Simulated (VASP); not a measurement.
# NiO2 (P-3m1) in VASP: a series of runs, part 2 of 2

VASP 6.6.1. Earlier steps stand in the parts before.

### 3 Single point, PBEsol (c/a of the conventional cell at fixed volume 1.8933)

Contents of INCAR:

```
  PREC = Accurate
  ENCUT = 520
  EDIFF = 1E-7
  ISMEAR = 0
  SIGMA = 0.05
  LREAL = False
  LASPH = True
  NELM = 100
  ALGO = Normal
  ISIF = 2
  LWAVE = False
  LCHARG = False
  GGA = PS
  NBANDS = 18
```

Contents of KPOINTS:

```
regular mesh
0
Gamma
  12 12 6
```

Contents of POSCAR:

```
NiO2
1.0
    2.7304424938      0.0000000000      0.0000000000
   -1.3652212469      2.3646325632      0.0000000000
    0.0000000000      0.0000000000      5.1695467736
Ni O
1 2
Direct
    0.0000000000      0.0000000000      0.5000000000
    0.6666666667      0.3333333333      0.6625222406
    0.3333333333      0.6666666667      0.3374777594
```

Potentials or basis: VASP PAW PBE potentials, release 64 (Ni, O).

Launch:

```
$ cat potpaw_PBE.64/Ni/POTCAR potpaw_PBE.64/O/POTCAR > POTCAR
$ mpirun -np 1 vasp_std > vasp.out
```

OUTCAR:

```text
PREC = Accurate
   ENCUT = 520
   EDIFF = 1E-7
   ISMEAR = 0
   LREAL = False
   LASPH = True
   NELM = 100
   ISIF = 2
   GGA = PS

 ion  position               nearest neighbor table
   1  0.000  0.000  0.500-   2 1.79   3 1.79   3 1.79   2 1.79   2 1.79   3 1.79
   2  0.667  0.333  0.663-   1 1.79   1 1.79   1 1.79
   3  0.333  0.667  0.337-   1 1.79   1 1.79   1 1.79

  LATTYP: Found a hexagonal cell.
 ALAT       =     2.7304424938
 C/A-ratio  =     1.8933000000

  Lattice vectors:

 A1 = (   2.7304424938,   0.0000000000,   0.0000000000)
 A2 = (  -1.3652212469,   2.3646325632,   0.0000000000)
 A3 = (   0.0000000000,   0.0000000000,   5.1695467736)

Analysis of symmetry for initial positions (statically):
=====================================================================
 Subroutine PRICEL returns:
 Original cell was already a primitive cell.

 Routine SETGRP: Setting up the symmetry group for a
 hexagonal supercell.

 Subroutine GETGRP returns: Found 12 space group operations
 (whereof 12 operations were pure point group operations)
 out of a pool of 24 trial point group operations.

The static configuration has the point symmetry D_3d.

Analysis of symmetry for dynamics (positions and initial velocities):
=====================================================================
 Subroutine PRICEL returns:
 Original cell was already a primitive cell.

 Routine SETGRP: Setting up the symmetry group for a
 hexagonal supercell.

 Subroutine GETGRP returns: Found 12 space group operations
 (whereof 12 operations were pure point group operations)
 out of a pool of 24 trial point group operations.

The dynamic configuration has the point symmetry D_3d.

 Subroutine INISYM returns: Found 12 space group operations
 (whereof 12 operations are pure point group operations),
 and found     1 'primitive' translations

[... 111 lines left out ...]
   ISMEAR =     0;   SIGMA  =   0.05  broadening in eV -4-tet -1-fermi 0-gaus
   EFERMI_NEDOS =   21; number of points for ismear=-14 and -15
   IALGO  =     38    algorithm
   IMIX   =      4    mixing-type and parameters
     AMIX     =   0.40;   BMIX     =  1.00
     AMIX_MAG =   1.60;   BMIX_MAG =  1.00
  volume/ion in A,a.u.               =      11.13        75.08
  Fermi-wavevector in a.u.,A,eV,Ry     =   1.424730  2.692350 27.617874  2.029856
  Thomas-Fermi vector in A             =   2.545190
   LORBIT       =      0    0 simple, 1 ext, 2 COOP (PROOUT), +10 PAW based schemes
   GGA     = PS    functional components
   LHFCALC =     F    Hartree Fock is set to
   AEXX    =    0.0000 exact exchange contribution
   IVDW    =     0    specifies the selected vdW correction
   LEPSILON=     F    determine dielectric tensor
   LRPA    =     F    only Hartree local field effects (RPA)
 non-spin polarized calculation
 Gauss-broadening in eV      SIGMA  =   0.05
  energy-cutoff  :      520.00
  volume of cell :       33.38
 maximum number of plane-waves:       915
   NGX = 11   NGY = 11   NGZ = 19

 number of electron      22.0000005 magnetization

 Free energy of the ion-electron system (eV)
  ---------------------------------------------------
  ext. energy  EPLUGINS =         0.00000000
  ---------------------------------------------------
  free energy    TOTEN  =       -18.40241722 eV

  energy without entropy =      -18.40241722  energy(sigma->0) =      -18.40241722

 E-fermi :   2.5376     XC(G=0): -10.1503

 val. band max:        2.2042169641   @ k =   0.0833  -0.0000   0.5000
 cond. band min:       3.4016974090   @ k =   0.2500   0.0000   0.3333
 fundamental gap:      1.1974804449
 Fermi energy:         2.5376422895

 k-point     1 :       0.0000    0.0000    0.0000
  band No.  band energies     occupation
      1     -18.6912      2.00000
      2     -15.2597      2.00000
      3      -4.7014      2.00000
      4      -4.7014      2.00000
      5      -4.0572      2.00000
      6      -0.3958      2.00000
[... 481 lines left out ...]
      5      -3.6149      2.00000
      6      -1.6203      2.00000
[... 10 lines left out ...]
     17      20.3240      0.00000
     18      21.5031      0.00000

 [... further k-points ...]

------------------------ aborting loop because EDIFF is reached ----------------------------------------

  FORCE on cell =-STRESS in cart. coord.  units (eV):
  Direction    XX          YY          ZZ          XY          YZ          ZX
  --------------------------------------------------------------------------------------
  -------------------------------------------------------------------------------------
  Total        5.7238845      5.7238845      4.5499562      0.0000000      0.0000000      0.0000000
  in kB      274.7592218    274.7592218    218.4080431      0.0000000      0.0000000      0.0000000
  external PRESSURE =     255.9754956 kB  Pullay stress =       0.0000000 kB

 VOLUME and BASIS-vectors are now :
 -----------------------------------------------------------------------------
  energy-cutoff  :      520.00
  volume of cell :       33.38
      direct lattice vectors                 reciprocal lattice vectors
     2.730442494  0.000000000  0.000000000     0.366241004  0.211449342  0.000000000
    -1.365221247  2.364632563  0.000000000     0.000000000  0.422898684  0.000000000
     0.000000000  0.000000000  5.169546774     0.000000000  0.000000000  0.193440556

 POSITION                                       TOTAL-FORCE (eV/Angst)
 -----------------------------------------------------------------------------------
      0.00000      0.00000      2.58477        -0.000000      0.000000      0.000000
      1.36522      0.78821      3.42494         0.000000     -0.000000      2.742987
     -0.00000      1.57642      1.74461        -0.000000      0.000000     -2.742987
 -----------------------------------------------------------------------------------
    total drift:                               -0.000000      0.000000     -0.000000

  FREE ENERGIE OF THE ION-ELECTRON SYSTEM (eV)
  ---------------------------------------------------
  free  energy   TOTEN  =       -18.4024172178 eV

  energy  without entropy=      -18.4024172178  energy(sigma->0) =      -18.40241722
```

OSZICAR:

```text
N       E                     dE             d eps       ncg     rms          rms(c)
DAV:   1     0.174216923085E+03    0.17422E+03   -0.11757E+04  3624   0.145E+03
DAV:   2    -0.102069947701E+02   -0.18442E+03   -0.17120E+03  3910   0.326E+02
DAV:   3    -0.257802826304E+02   -0.15573E+02   -0.15414E+02  4210   0.110E+02
DAV:   4    -0.259818828787E+02   -0.20160E+00   -0.20144E+00  4370   0.128E+01
DAV:   5    -0.259846503176E+02   -0.27674E-02   -0.27671E-02  4214   0.148E+00    0.322E+01
DAV:   6    -0.290101286028E+02   -0.30255E+01   -0.48717E+01  4490   0.170E+02    0.450E+01
DAV:   7    -0.184111500840E+02    0.10599E+02   -0.21296E+01  4364   0.119E+02    0.675E+00
DAV:   8    -0.184172064206E+02   -0.60563E-02   -0.19341E+00  3788   0.132E+01    0.356E+00
DAV:   9    -0.184034331447E+02    0.13773E-01   -0.41644E-02  5186   0.457E+00    0.521E-01
DAV:  10    -0.184033077041E+02    0.12544E-03   -0.14917E-02  4380   0.282E+00    0.328E-01
DAV:  11    -0.184023785153E+02    0.92919E-03   -0.17299E-03  4226   0.130E+00    0.753E-02
DAV:  12    -0.184024213165E+02   -0.42801E-04   -0.33211E-04  3788   0.160E-01    0.369E-02
DAV:  13    -0.184024210208E+02    0.29567E-06   -0.97353E-05  3994   0.294E-01    0.225E-02
DAV:  14    -0.184024171266E+02    0.38942E-05   -0.19354E-05  4010   0.121E-01    0.200E-03
DAV:  15    -0.184024172134E+02   -0.86816E-07   -0.17348E-06  4062   0.119E-02    0.876E-04
DAV:  16    -0.184024172178E+02   -0.44233E-08   -0.15837E-07  3504   0.348E-03
   1 F= -.18402417E+02 E0= -.18402417E+02  d E =-.955020E-23
```

Wall time 1.7 min (1 thread of AMD EPYC 7R43 (Zen 3), shared host); peak memory 0.15 GiB.

What came out:

- Free energy: -18.4024 eV
- Pressure: 25.6 GPa
- Largest force: 2.743 eV/Å
- Band gap on the k mesh: 1.20 eV, indirect (least direct gap 1.63 eV)

Forces in eV/Å, atoms in the order of the input:
```
Ni   0.000  0.000  0.000
O    0.000  0.000  2.743
O    0.000  0.000 -2.743
```

Stress tensor (GPa, compression positive):
```
27.48  0.00  0.00
 0.00 27.48  0.00
 0.00  0.00 21.84
```

Levels at points of the mesh, in eV from the valence-band top:
| k point | band 8 | band 9 | band 10 | band 11 | band 12 | band 13 | band 14 | band 15 |
| --- | --- | --- | --- | --- | --- | --- | --- | --- |
| (0.00, 0.00, 0.00) | -1.54 | -1.44 | -1.44 | -0.17 | 2.64 | 2.64 | 7.49 | 11.38 |
| (0.50, 0.00, 0.00) | -2.24 | -2.08 | -2.03 | -1.17 | 1.73 | 2.54 | 12.77 | 12.95 |
| (0.00, 0.00, 0.50) | -2.05 | -1.44 | -1.44 | -0.02 | 2.65 | 2.65 | 8.77 | 10.48 |
| (0.50, 0.00, 0.50) | -2.24 | -2.03 | -1.91 | -1.21 | 1.72 | 2.52 | 11.92 | 13.04 |

Caveat: the PAW data sets were made with another functional, which shifts forces and pressure a little.

### 4 Single point, PBEsol (c/a of the conventional cell at fixed volume 1.6790)

Contents of INCAR:

```
SYSTEM = NiO2
PREC = Accurate
ENCUT = 520
EDIFF = 1E-6
ISMEAR = 0
SIGMA = 0.05
LREAL = .False.
LASPH = .True.
NELM = 60
ALGO = Normal
ISIF = 2
LWAVE = .False.
LCHARG = .True.
GGA = PS
LELF = .True.
LVHAR = .True.
NBANDS = 18
```

Contents of KPOINTS:

```
regular mesh
0
Gamma
  12 12 6
  0 0 0
```

Contents of POSCAR:

```
NiO2
1.0
    2.8419904474      0.0000000000      0.0000000000
   -1.4209952237      2.4612359247      0.0000000000
    0.0000000000      0.0000000000      4.7717019612
Ni O
1 2
Direct
    0.0000000000      0.0000000000      0.5000000000
    0.6666666667      0.3333333333      0.7127976082
    0.3333333333      0.6666666667      0.2872023918
```

Launch:

```
$ cat potpaw_PBE.64/Ni/POTCAR potpaw_PBE.64/O/POTCAR > POTCAR
$ mpirun -np 1 vasp_std > vasp.out
```

Run time: 2 min. Hardware: 1 thread of AMD EPYC 7R43 (Zen 3), shared host; peak memory 0.15 GiB.

It converged, with:

- Free energy: -18.5460 eV
- Pressure: -16.5 GPa
- Largest force: 1.710 eV/Å
- Band gap on the k mesh: 0.82 eV, indirect (least direct gap 0.95 eV)

Forces in eV/Å, atoms in the order of the input:
```
Ni   0.000  0.000  0.000
O    0.000  0.000 -1.710
O    0.000  0.000  1.710
```

Stress tensor (GPa, compression positive):
```
-16.41   0.00   0.00
  0.00 -16.41   0.00
  0.00   0.00 -16.80
```

Levels at points of the mesh, in eV from the valence-band top:
```
           k point  band 8  band 9  band 10  band 11  band 12  band 13  band 14  band 15
(0.00, 0.00, 0.00)   -0.81   -0.81    -0.58    -0.47     1.95     1.95     7.14    10.75
(0.50, 0.00, 0.00)   -2.00   -1.51    -1.46    -0.87     1.46     1.91    11.85    12.66
(0.00, 0.00, 0.50)   -1.79   -0.84    -0.84    -0.19     1.99     1.99     8.87     9.64
(0.50, 0.00, 0.50)   -1.55   -1.46    -1.44    -0.92     1.47     1.83    11.40    12.17
```

Caveat: the PAW data sets were made with another functional, which shifts forces and pressure a little. Spin polarisation is off, so any magnetic state and its effect on volume and gap are missing.

### 5 Single point, PBEsol (c/a of the conventional cell at fixed volume 1.8219)

Contents of INCAR:

```
ALGO = Normal ; EDIFF = 1E-6
ENCUT = 520 ; GGA = PS
ISIF = 2 ; ISMEAR = 0
LASPH = True ; LCHARG = False
LREAL = False ; LWAVE = False
NBANDS = 18 ; NELM = 60
PREC = Accurate ; SIGMA = 0.05
```

Contents of KPOINTS:

```
k-points
0
Gamma
  12 12 6
```

Contents of POSCAR:

```
NiO2
1.0
    2.7656549825      0.0000000000      0.0000000000
   -1.3828274913      2.3951274729      0.0000000000
    0.0000000000      0.0000000000      5.0387468126
Ni O
1 2
Direct
    0.0000000000      0.0000000000      0.5000000000
    0.6666666667      0.3333333333      0.7127976082
    0.3333333333      0.6666666667      0.2872023918
```

Launch:

```
$ cat potpaw_PBE.64/Ni/POTCAR potpaw_PBE.64/O/POTCAR > POTCAR
$ mpirun -np 1 vasp_std > vasp.out
```

It took 2.2 min on 1 thread of AMD EPYC 7R13, shared host; peak memory 0.17 GiB.

Results (log left out):

```yaml
Free_energy: -18.4718 eV
Pressure: -13.5 GPa
Largest_force: 2.124 eV/Å
Band_gap_on_the_k_mesh: 0.95 eV, indirect (least direct gap 1.04 eV)
```

Forces in eV/Å, atoms in the order of the input:
```
Ni   0.000  0.000  0.000
O    0.000  0.000 -2.124
O    0.000  0.000  2.124
```

Stress tensor (GPa, compression positive):
```
 -9.19   0.00   0.00
  0.00  -9.19   0.00
  0.00   0.00 -22.07
```

Levels at points of the mesh, in eV from the valence-band top:
```
           k point  band 8  band 9  band 10  band 11  band 12  band 13  band 14  band 15
(0.00, 0.00, 0.00)   -0.78   -0.57    -0.57    -0.57     2.05     2.05     7.33    11.19
(0.50, 0.00, 0.00)   -1.92   -1.58    -1.30    -0.68     1.69     1.98    11.75    13.00
(0.00, 0.00, 0.50)   -1.80   -0.59    -0.59    -0.30     2.08     2.08     8.86     9.97
(0.50, 0.00, 0.50)   -1.63   -1.61    -1.30    -0.72     1.69     1.93    11.38    12.40
```

Caveat: the PAW data sets were made with another functional, which shifts forces and pressure a little. Spin polarisation is off, so any magnetic state and its effect on volume and gap are missing.

### 6 Single point, PBEsol (c/a of the conventional cell at fixed volume 1.8576)

Contents of INCAR:

```
SYSTEM = NiO2
PREC     = Accurate       ! precision mode
ENCUT    = 520            ! plane-wave cutoff, eV
EDIFF    = 1E-6           ! SCF threshold, eV
ISMEAR   = 0              ! smearing method
SIGMA    = 0.05           ! smearing width, eV
LREAL    = .FALSE.        ! projectors in reciprocal space
LASPH    = .TRUE.         ! aspherical terms in the spheres
NELM     = 60             ! most SCF steps
ALGO     = Normal         ! electronic algorithm
ISIF     = 2              ! what is computed and relaxed
LWAVE    = .FALSE.        ! write WAVECAR
LCHARG   = .FALSE.        ! write CHGCAR
GGA      = PS             ! functional
NBANDS   = 18             ! bands
```

Contents of KPOINTS:

```
Automatic mesh
0
G
  12 12 6
  0 0 0
```

Contents of POSCAR:

```
NiO2
1.0
    2.7478231521      0.0000000000      0.0000000000
   -1.3739115761      2.3796846548      0.0000000000
    0.0000000000      0.0000000000      5.1043562873
Ni O
1 2
Direct
    0.0000000000      0.0000000000      0.5000000000
    0.6666666667      0.3333333333      0.6499533987
    0.3333333333      0.6666666667      0.3500466013
```

Potentials or basis: VASP PAW PBE potentials, release 64 (Ni, O).

Launch:

```
$ cat potpaw_PBE.64/Ni/POTCAR potpaw_PBE.64/O/POTCAR > POTCAR
$ mpirun -np 1 vasp_std > vasp.out
```

It took 88 s on 1 thread of AMD EPYC 7R13, shared host; peak memory 0.15 GiB.

It converged, with:

| Item | Value |
| --- | --- |
| Free energy | -17.9603 eV |
| Pressure | 36.5 GPa |
| Largest force | 4.353 eV/Å |
| Band gap on the k mesh | 1.06 eV, indirect (least direct gap 1.61 eV) |

Forces in eV/Å, atoms in the order of the input:
```
Ni   0.000  0.000  0.000
O    0.000  0.000  4.353
O    0.000  0.000 -4.353
```

Stress tensor (GPa, compression positive):
```
38.90  0.00  0.00
 0.00 38.90  0.00
 0.00  0.00 31.62
```

Levels at points of the mesh, in eV from the valence-band top:
```csv
k point,band 7,band 8,band 9,band 10,band 11,band 12,band 13,band 14,band 15,band 16
"(0.00, 0.00, 0.00)",-2.83,-1.89,-1.75,-1.75,-0.13,2.65,2.65,7.08,11.33,13.95
"(0.50, 0.00, 0.00)",-4.36,-2.58,-2.36,-2.04,-1.21,1.52,2.61,12.37,12.48,14.21
"(0.00, 0.00, 0.50)",-2.83,-2.34,-1.75,-1.75,0.00,2.66,2.66,8.21,10.51,12.47
"(0.50, 0.00, 0.50)",-4.32,-2.58,-2.36,-1.89,-1.24,1.52,2.60,11.45,12.69,14.70
```

Caveat: the PAW data sets were made with another functional, which shifts forces and pressure a little. Spin polarisation is off, so any magnetic state and its effect on volume and gap are missing.

### 7 Overview

| cell | gap on the mesh (eV) | pressure (GPa) | largest force (eV/Å) |
| --- | --- | --- | --- |
| a = 2.713, b = 2.713, c = 5.234 Å, angles 90.0, 90.0, 120.0°, 3 atoms | 1.13 | -3.8 | 1.42 |
| a = 2.730, b = 2.730, c = 5.170 Å, angles 90.0, 90.0, 120.0°, 3 atoms | 1.20 | 25.6 | 2.74 |
| a = 2.842, b = 2.842, c = 4.772 Å, angles 90.0, 90.0, 120.0°, 3 atoms | 0.82 | -16.5 | 1.71 |
| a = 2.766, b = 2.766, c = 5.039 Å, angles 90.0, 90.0, 120.0°, 3 atoms | 0.95 | -13.5 | 2.12 |
| a = 2.748, b = 2.748, c = 5.104 Å, angles 90.0, 90.0, 120.0°, 3 atoms | 1.06 | 36.5 | 4.35 |

Alike in all rows: task single point; level PBEsol; potentials or basis VASP PAW PBE potentials, release 64 (Ni, O); no spin polarisation; k mesh 12 × 12 × 6; cutoff (eV) 520; smearing gaussian 0.05 eV.

Caveats: the PAW data sets were made with another functional, which shifts forces and pressure a little.

Absolute energies hang on the potentials; compare differences alone.
